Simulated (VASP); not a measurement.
# Co (Fm-3m) in VASP: further runs

Co is run at these levels: PBE; tasks: single point.

All numbers are computed with VASP 6.6.1; they aren't measurements. Logs are shortened: lines on timing, memory, paths and dates and some standing lists are left out, and cuts for length are marked.

## Step 1: The cell of the first run

Symmetry: Fm-3m, No. 225, cubic system. Conventional cell: a = 3.579 Å, b = 3.579 Å, c = 3.579 Å, α = 90.00°, β = 90.00°, γ = 90.00°. Within 3.3 Å of Co (site symmetry m-3m) lie 12 Co at 2.53 Å.

## Step 2: Single point, PBE, collinear spin, zero start

The input, INCAR:

```
  ALGO = Normal
  EDIFF = 1E-7
  ENCUT = 520
  GGA = PE
  ISIF = 2
  ISMEAR = 0
  ISPIN = 2
  LASPH = True
  LCHARG = False
  LMAXMIX = 4
  LORBIT = 11
  LREAL = False
  LWAVE = False
  MAGMOM = 0
  NBANDS = 14
  NELM = 150
  NUPDOWN = 0.0
  PREC = Accurate
  SIGMA = 0.1
```

The input, KPOINTS:

```
k-points
0
Gamma
  14 14 14
```

The input, POSCAR:

```
Co
1.0
    0.0000000000      1.7895000000      1.7895000000
    1.7895000000      0.0000000000      1.7895000000
    1.7895000000      1.7895000000      0.0000000000
Co
1
Direct
    0.0000000000      0.0000000000      0.0000000000
```

Potentials or basis: VASP PAW PBE potentials, release 64 (Co).

Run with:

```
cat potpaw_PBE.64/Co/POTCAR > POTCAR
mpirun -np 1 vasp_std > vasp.out
```

OUTCAR:

```text
EDIFF = 1E-7
   ENCUT = 520
   GGA = PE
   ISIF = 2
   ISMEAR = 0
   ISPIN = 2
   LASPH = True
   LORBIT = 11
   LREAL = False
   NELM = 150
   NUPDOWN = 0.0
   PREC = Accurate

 ion  position               nearest neighbor table
   1  0.000  0.000  0.000-

  LATTYP: Found a face centered cubic cell.
 ALAT       =     3.5790000000

  Lattice vectors:

 A1 = (   0.0000000000,   1.7895000000,   1.7895000000)
 A2 = (   1.7895000000,   0.0000000000,   1.7895000000)
 A3 = (   1.7895000000,   1.7895000000,   0.0000000000)

Analysis of symmetry for initial positions (statically):
=====================================================================
 Subroutine PRICEL returns:
 Original cell was already a primitive cell.

 Routine SETGRP: Setting up the symmetry group for a
 face centered cubic supercell.

 Subroutine GETGRP returns: Found 48 space group operations
 (whereof 48 operations were pure point group operations)
 out of a pool of 48 trial point group operations.

The static configuration has the point symmetry O_h .

Analysis of symmetry for dynamics (positions and initial velocities):
=====================================================================
 Subroutine PRICEL returns:
 Original cell was already a primitive cell.

 Routine SETGRP: Setting up the symmetry group for a
 face centered cubic supercell.

 Subroutine GETGRP returns: Found 48 space group operations
 (whereof 48 operations were pure point group operations)
 out of a pool of 48 trial point group operations.

The dynamic configuration has the point symmetry O_h .

Analysis of structural, dynamic, and magnetic symmetry:
=====================================================================
 Subroutine PRICEL returns:
 Original cell was already a primitive cell.

 Routine SETGRP: Setting up the symmetry group for a
 face centered cubic supercell.

 Subroutine GETGRP returns: Found 48 space group operations
 (whereof 48 operations were pure point group operations)
 out of a pool of 48 trial point group operations.

The overall configuration has the point symmetry O_h .

 Subroutine INISYM returns: Found 48 space group operations
 (whereof 48 operations are pure point group operations),
 and found     1 'primitive' translations

----------------------------------------------------------------------------------------

                                     Primitive cell

  volume of cell :      11.4611

  direct lattice vectors                    reciprocal lattice vectors
     0.000000000  1.789500000  1.789500000    -0.279407656  0.279407656  0.279407656
     1.789500000  0.000000000  1.789500000     0.279407656 -0.279407656  0.279407656
     1.789500000  1.789500000  0.000000000     0.279407656  0.279407656 -0.279407656

  length of vectors
     2.530735170  2.530735170  2.530735170     0.483948256  0.483948256  0.483948256

  position of ions in fractional coordinates (direct lattice)
     0.000000000  0.000000000  0.000000000

  ion indices of the primitive-cell ions
   primitive index   ion index
                 1           1

----------------------------------------------------------------------------------------

 KPOINTS: k-points

Automatic generation of k-mesh.
 Grid dimensions read from file:
 generate k-points for:   14   14   14

 Generating k-lattice:

  Cartesian coordinates                     Fractional coordinates (reciprocal lattice)
    -0.019957690  0.019957690  0.019957690     0.071428571  0.000000000  0.000000000
     0.019957690 -0.019957690  0.019957690     0.000000000  0.071428571  0.000000000
     0.019957690  0.019957690 -0.019957690     0.000000000  0.000000000  0.071428571

  Length of vectors
     0.034567733  0.034567733  0.034567733

  Shift w.r.t. Gamma in fractional coordinates (k-lattice)
     0.000000000  0.000000000  0.000000000

 Subroutine IBZKPT returns following result:
 ===========================================

 Found    104 irreducible k-points:

 Following reciprocal coordinates:
            Coordinates               Weight
  0.000000  0.000000  0.000000      1.000000
  0.071429  0.000000  0.000000      8.000000
  0.142857  0.000000  0.000000      8.000000
  0.214286  0.000000  0.000000      8.000000
  0.285714  0.000000  0.000000      8.000000
  0.357143  0.000000  0.000000      8.000000
[... 16 lines left out ...]
  0.214286  0.142857  0.000000     24.000000
  0.285714  0.142857  0.000000     24.000000
 [... further k-points ...]
   k-points           NKPTS =    104   k-points in BZ     NKDIM =    104   number of bands    NBANDS=     14
   number of dos      NEDOS =    301   number of ions     NIONS =      1
   total plane-waves  NPLWV =   8000
   dimension x,y,z NGX =    20 NGY =   20 NGZ =   20
   dimension x,y,z NGXF=    40 NGYF=   40 NGZF=   40
   ions per type =               1
   NGX,Y,Z   is equivalent  to a cutoff of  13.14, 13.14, 13.14 a.u.
   NGXF,Y,Z  is equivalent  to a cutoff of  26.28, 26.28, 26.28 a.u.
 SYSTEM =  unknown system
   PREC   = accura    normal or accurate (medium, high low for compatibility)
   ISTART =      0    job   : 0-new  1-cont  2-samecut
   ICHARG =      2    charge: 1-file 2-atom 10-const
   ISPIN  =      2    spin polarized calculation?
   LNONCOLLINEAR =      F non collinear calculations
   LSORBIT =      F    spin-orbit coupling
   LASPH  =      T    aspherical Exc in radial PAW
   ENCUT  =  520.0 eV  38.22 Ry    6.18 a.u.   4.71  4.71  4.71*2*pi/ulx,y,z
   NELM   =    150;   NELMIN=  2; NELMDL= -5     # of ELM steps
   EDIFF  = 0.1E-06   stopping-criterion for ELM
   LREAL  =      F    real-space projection
   EDIFFG = 0.1E-05   stopping-criterion for IOM
   NSW    =      0    number of steps for IOM
   IBRION =     -1    ionic relax: 0-MD 1-quasi-New 2-CG
   NFREE  =      0    steps in history (QN), initial steepest desc. (CG)
   ISIF   =      2    stress and relaxation
   ISYM   =      2    0-nonsym 1-usesym 2-fastsym
   POTIM  = 0.5000    time-step for ionic-motion
   TEBEG  =    0.0;   TEEND  =   0.0 temperature during run
   PSTRESS=    0.0 pullay stress
   NELECT =       9.0000    total number of electrons
   NUPDOWN=       0.0000    fix difference up-down
   EMIN   =  10.00;   EMAX   =-10.00  energy-range for DOS
   EFERMI =   0.00;   METHOD = LEGACY
   ISMEAR =     0;   SIGMA  =   0.10  broadening in eV -4-tet -1-fermi 0-gaus
   EFERMI_NEDOS =   21; number of points for ismear=-14 and -15
   IALGO  =     38    algorithm
   IMIX   =      4    mixing-type and parameters
     AMIX     =   0.40;   BMIX     =  1.00
     AMIX_MAG =   1.60;   BMIX_MAG =  1.00
  volume/ion in A,a.u.               =      11.46        77.34
  Fermi-wavevector in a.u.,A,eV,Ry     =   1.510361  2.854168 31.037460  2.281189
  Thomas-Fermi vector in A             =   2.620561
   LORBIT       =     11    0 simple, 1 ext, 2 COOP (PROOUT), +10 PAW based schemes
   GGA     = PE    functional components
   LHFCALC =     F    Hartree Fock is set to
   AEXX    =    0.0000 exact exchange contribution
   IVDW    =     0    specifies the selected vdW correction
   LEPSILON=     F    determine dielectric tensor
   LRPA    =     F    only Hartree local field effects (RPA)
 spin polarized calculation
 Gauss-broadening in eV      SIGMA  =   0.10
  energy-cutoff  :      520.00
  volume of cell :       11.46
 maximum number of plane-waves:       331
   NGX =  9   NGY =  9   NGZ =  9

 number of electron       9.0000006 magnetization      -0.0000000

 number of electron       9.0000006 magnetization       0.0000000

 Free energy of the ion-electron system (eV)
  ---------------------------------------------------
  ext. energy  EPLUGINS =         0.00000000
  ---------------------------------------------------
  free energy    TOTEN  =        -6.75590472 eV

  energy without entropy =       -6.74314051  energy(sigma->0) =       -6.74952262

 E-fermi :   9.2992     XC(G=0): -13.1016

 val. band max:        9.2973331699   @ k =   0.4286   0.3571   0.0714
 cond. band min:       9.3044900726   @ k =  -0.2857   0.3571   0.0714
 fundamental gap:      0.0071569026
 Fermi energy:         9.2991895272

 spin component 1

 k-point     1 :       0.0000    0.0000    0.0000
  band No.  band energies     occupation
      1       0.8950      1.00000
      2       7.6572      1.00000
      3       7.6572      1.00000
      4       7.6572      1.00000
      5       8.8093      1.00000
      6       8.8093      1.00000
      7      31.9803      0.00000
      8      36.1783      0.00000
      9      36.1783      0.00000
     10      36.1783      0.00000
     11      39.1801      0.00000
     12      39.1801      0.00000
     13      39.1801      0.00000
     14      41.6653      0.00000
[... 375 lines left out ...]
 k-point    24 :       0.2857    0.1429    0.0000
  band No.  band energies     occupation
      1       3.4724      1.00000
      2       6.9246      1.00000
      3       7.8486      1.00000
      4       8.1662      1.00000
      5       8.7978      1.00000
      6       9.1848      0.94711
      7      24.8408      0.00000
      8      30.1306      0.00000
      9      30.4703      0.00000
     10      33.3330      0.00000
     11      38.4492      0.00000
     12      41.7262      0.00000
     13      43.6037      0.00000
     14      45.6901      0.00000

 [... further k-points ...]

 spin component 2

 k-point     1 :       0.0000    0.0000    0.0000
  band No.  band energies     occupation
      1       0.8950      1.00000
      2       7.6572      1.00000
      3       7.6572      1.00000
      4       7.6572      1.00000
      5       8.8093      1.00000
      6       8.8093      1.00000
      7      31.9803      0.00000
      8      36.1783      0.00000
      9      36.1783      0.00000
     10      36.1783      0.00000
     11      39.1801      0.00000
     12      39.1801      0.00000
     13      39.1801      0.00000
     14      41.6653      0.00000
[... 375 lines left out ...]
 k-point    24 :       0.2857    0.1429    0.0000
  band No.  band energies     occupation
      1       3.4724      1.00000
      2       6.9246      1.00000
      3       7.8486      1.00000
      4       8.1662      1.00000
      5       8.7978      1.00000
      6       9.1848      0.94711
      7      24.8408      0.00000
      8      30.1306      0.00000
      9      30.4703      0.00000
     10      33.3330      0.00000
     11      38.4492      0.00000
     12      41.7262      0.00000
     13      43.6037      0.00000
     14      45.6901      0.00000

 [... further k-points ...]
[... 5 lines left out ...]
  --------------------------------------------------------------------------------------
  -------------------------------------------------------------------------------------
  Total       -1.5207740     -1.5207740     -1.5207740     -0.0000000      0.0000000     -0.0000000
  in kB     -212.5935897   -212.5935897   -212.5935897     -0.0000000      0.0000000     -0.0000000
  external PRESSURE =    -212.5935897 kB  Pullay stress =       0.0000000 kB

 VOLUME and BASIS-vectors are now :
 -----------------------------------------------------------------------------
  energy-cutoff  :      520.00
  volume of cell :       11.46
      direct lattice vectors                 reciprocal lattice vectors
     0.000000000  1.789500000  1.789500000    -0.279407656  0.279407656  0.279407656
     1.789500000  0.000000000  1.789500000     0.279407656 -0.279407656  0.279407656
     1.789500000  1.789500000  0.000000000     0.279407656  0.279407656 -0.279407656

 POSITION                                       TOTAL-FORCE (eV/Angst)
 -----------------------------------------------------------------------------------
      0.00000      0.00000      0.00000         0.000000      0.000000      0.000000
 -----------------------------------------------------------------------------------
    total drift:                                0.000000      0.000000      0.000000

  FREE ENERGIE OF THE ION-ELECTRON SYSTEM (eV)
  ---------------------------------------------------
  free  energy   TOTEN  =        -6.7559047224 eV

  energy  without entropy=       -6.7431405078  energy(sigma->0) =       -6.74952262

 total charge

# of ion       s       p       d       tot
------------------------------------------
    1        0.460   0.465   7.247   8.172

 magnetization (x)

# of ion       s       p       d       tot
------------------------------------------
    1       -0.000   0.000  -0.000  -0.000
```

Run time: 19 s. Hardware: 1 thread of Intel Xeon 6975P-C (Granite Rapids), shared host; peak memory 0.15 GiB.

Results:

| Property | Result |
| --- | --- |
| Free energy | -6.7559 eV |
| Pressure | -21.3 GPa |
| Net moment | 0.00 μB per cell |
| Valence electrons inside the program's atomic spheres | Co 8.17 |

Caveat: the total moment is fixed, so each spin has its own Fermi level.

## Step 3: Single point, PBE, collinear spin, ferromagnetic start

The input, INCAR:

```
SYSTEM = Co
PREC = Accurate ; ENCUT = 520
EDIFF = 1E-6 ; ISMEAR = 0
SIGMA = 0.1 ; LREAL = .False.
LASPH = .True. ; NELM = 150
ALGO = Normal ; ISIF = 2
LWAVE = .False. ; LCHARG = .False.
ISPIN = 2 ; MAGMOM = 3
LORBIT = 11 ; LMAXMIX = 4
GGA = PE ; NBANDS = 14
```

The input, KPOINTS:

```
regular mesh
0
Gamma
  14 14 14
  0 0 0
```

POSCAR is that of step 2.

Potentials or basis: VASP PAW PBE potentials, release 64 (Co).

Run with:

```
cat potpaw_PBE.64/Co/POTCAR > POTCAR
mpirun -np 1 vasp_std > vasp.out
```

Run time: 20 s. Hardware: 1 thread of Intel Xeon 6975P-C (Granite Rapids), shared host; peak memory 0.15 GiB.

The run converged. Its results:

* Free energy: -7.0027 eV
* Pressure: -9.4 GPa
* Net moment: 1.71 μB per cell
* Site moments: Co +1.74 μB
* Valence electrons inside the program's atomic spheres: Co 8.17

Levels at points of the mesh, in eV from the Fermi level:
Spin up:
| k point | band 3 | band 4 | band 5 | band 6 | band 7 | band 8 |
| --- | --- | --- | --- | --- | --- | --- |
| (0.00, 0.00, 0.00) | -2.69 | -2.69 | -1.77 | -1.77 | 22.55 | 26.47 |
| (0.50, 0.00, 0.00) | -2.83 | -0.93 | -0.93 | -0.28 | 5.62 | 21.14 |
| (0.50, 0.50, 0.00) | -1.05 | -0.67 | -0.67 | 2.39 | 8.98 | 14.30 |
Spin down:
| k point | band 2 | band 3 | band 4 | band 5 | band 6 | band 7 |
| --- | --- | --- | --- | --- | --- | --- |
| (0.00, 0.00, 0.00) | -1.06 | -1.06 | -1.06 | 0.32 | 0.32 | 22.21 |
| (0.50, 0.00, 0.00) | -1.05 | -1.05 | -0.33 | 1.06 | 1.06 | 6.65 |
| (0.50, 0.50, 0.00) | -3.15 | 1.13 | 1.21 | 1.21 | 2.39 | 9.91 |

## Step 4: Single point, PBE, collinear spin, ferromagnetic start

The input, INCAR:

```
SYSTEM = Co
ALGO = Normal
EDIFF = 1E-7
ENCUT = 520
GGA = PE
ISIF = 2
ISMEAR = 0
ISPIN = 2
LASPH = .True.
LCHARG = .False.
LMAXMIX = 4
LORBIT = 11
LREAL = .False.
LWAVE = .False.
MAGMOM = 0.86
NBANDS = 14
NELM = 150
NUPDOWN = 0.86
PREC = Accurate
SIGMA = 0.1
```

The input, KPOINTS:

```
k-points
0
Gamma
  14 14 14
  0 0 0
```

POSCAR is that of step 3.

Run with:

```
cat potpaw_PBE.64/Co/POTCAR > POTCAR
mpirun -np 1 vasp_std > vasp.out
```

Run time: 20 s. Hardware: 1 thread of Intel Xeon 6975P-C (Granite Rapids), shared host; peak memory 0.15 GiB.

It converged, with:

```
Free energy                                           : -6.8317 eV
Pressure                                              : -18.0 GPa
Net moment                                            : 0.86 μB per cell
Site moments                                          : Co +0.88 μB
Valence electrons inside the program's atomic spheres : Co 8.17
```

Caveat: the total moment is fixed, so each spin has its own Fermi level.

## Step 5: Single point, PBE, collinear spin, ferromagnetic start

The input, INCAR:

```
SYSTEM = Co
ALGO = Normal
EDIFF = 1E-6
ENCUT = 520
GGA = PE
ISIF = 2
ISMEAR = 0
ISPIN = 2
LASPH = .True.
LCHARG = .False.
LMAXMIX = 4
LORBIT = 11
LREAL = .False.
LWAVE = .False.
MAGMOM = 1.72
NBANDS = 14
NELM = 150
NUPDOWN = 1.72
PREC = Accurate
SIGMA = 0.1
```

KPOINTS is that of step 4.

POSCAR is that of step 4.

Run with:

```
cat potpaw_PBE.64/Co/POTCAR > POTCAR
mpirun -np 1 vasp_std > vasp.out
```

Run time: 16 s. Hardware: 1 thread of Intel Xeon 6975P-C (Granite Rapids), shared host; peak memory 0.15 GiB.

Results (log left out):

| Item | Value |
| --- | --- |
| Free energy | -7.0027 eV |
| Pressure | -8.9 GPa |
| Net moment | 1.72 μB per cell |
| Site moments | Co +1.75 μB |
| Valence electrons inside the program's atomic spheres | Co 8.17 |

Caveat: the total moment is fixed, so each spin has its own Fermi level.

## Step 6: Single point, PBE, collinear spin, ferromagnetic start

The input, INCAR:

```
PREC = Accurate
ENCUT = 520
EDIFF = 1E-7
ISMEAR = 0
SIGMA = 0.1
LREAL = F
LASPH = T
NELM = 150
ALGO = Normal
ISIF = 2
LWAVE = F
LCHARG = T
ISPIN = 2
MAGMOM = 2.57
LORBIT = 11
NUPDOWN = 2.57
LMAXMIX = 4
GGA = PE
LELF = T
LVHAR = T
NBANDS = 14
```

The input, KPOINTS:

```
regular mesh
0
Gamma
  14 14 14
```

POSCAR is that of step 5.

Potentials or basis: VASP PAW PBE potentials, release 64 (Co).

Run with:

```
cat potpaw_PBE.64/Co/POTCAR > POTCAR
mpirun -np 1 vasp_std > vasp.out
```

Wall time 22 s (1 thread of Intel Xeon 6975P-C (Granite Rapids), shared host); peak memory 0.15 GiB.

The run converged. Its results:

```
Free energy                                           : -6.2966 eV
Pressure                                              : 10.5 GPa
Net moment                                            : 2.57 μB per cell
Site moments                                          : Co +2.49 μB
Valence electrons inside the program's atomic spheres : Co 8.13
```

Caveat: the total moment is fixed, so each spin has its own Fermi level.

## Step 7: Overview

| spin | fixed moment (μB) | pressure (GPa) | moment (μB) |
| --- | --- | --- | --- |
| collinear, zero start | 0.0 | -21.3 | 0.00 |
| collinear, ferromagnetic start | - | -9.4 | 1.71 |
| collinear, ferromagnetic start | 0.86 | -18.0 | 0.86 |
| collinear, ferromagnetic start | 1.72 | -8.9 | 1.72 |
| collinear, ferromagnetic start | 2.57 | 10.5 | 2.57 |

Alike in all rows: task single point; level PBE; potentials or basis VASP PAW PBE potentials, release 64 (Co); cell as given; k mesh 14 × 14 × 14; cutoff (eV) 520; smearing gaussian 0.1 eV.

Caveats: the total moment is fixed, so each spin has its own Fermi level (some runs).

Total energies depend on the potentials used, so only differences within one code and one set of settings carry meaning.
